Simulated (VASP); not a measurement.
Wanted: the native input for a VASP 6.6.1 run.

| Quantity | Value |
| --- | --- |
| Task | single point |
| Functional | PBEsol |
| Potentials or basis | VASP PAW PBE potentials, release 64 (Mn_pv) |
| Cutoff | 500 eV |
| k mesh | 2 × 2 × 2, shifted |
| Occupations | fermi-dirac, width 0.0861733 eV |
| Spin | collinear spin, ferromagnetic start |
| Starting moments | [0.76] μB |
| Dipole correction | no |
| Further INCAR settings | ALGO = Normal; EDIFF = 1e-06; NBANDS = 16 |

The structure of Mn lies in POSCAR:

```
Mn
1.0
   -1.3932737400      1.3932737400      1.3932737400
    1.3932737400     -1.3932737400      1.3932737400
    1.3932737400      1.3932737400     -1.3932737400
Mn
1
Direct
    0.0000000000      0.0000000000      0.0000000000
```

These files were run (other wordings do the same):

INCAR

```
PREC = Accurate
ENCUT = 500
EDIFF = 1E-6
ISMEAR = -1
SIGMA = 0.08617333262145177
LREAL = False
LASPH = True
NELM = 200
ALGO = Normal
ISIF = 2
LWAVE = False
LCHARG = True
ISPIN = 2
MAGMOM = 0.76
LORBIT = 11
LMAXMIX = 4
GGA = PS
LELF = True
LVHAR = True
NBANDS = 16
GGA_COMPAT = False
```

KPOINTS

```
Automatic mesh
0
Gamma
  2 2 2
  0.5 0.5 0.5
```

Potentials or basis: VASP PAW PBE potentials, release 64 (Mn_pv).

Launch:

```bash
$ cat potpaw_PBE.64/Mn_pv/POTCAR > POTCAR
$ mpirun -np 1 vasp_std > vasp.out
```

Results of the run:

```
Pressure                                              : 14.4 GPa
Net moment                                            : 0.51 μB per cell
Site moments                                          : Mn +0.49 μB
Valence electrons inside the program's atomic spheres : Mn 11.92
```

Caveat: the k points lie up to 1.59 Å⁻¹ apart; the PAW data sets were made with another functional, which shifts forces and pressure a little.

It took 3.9 s on 1 thread of Intel(R) Xeon(R) Platinum 8488C (Sapphire Rapids), on a shared host, peak memory 0.12 GiB.
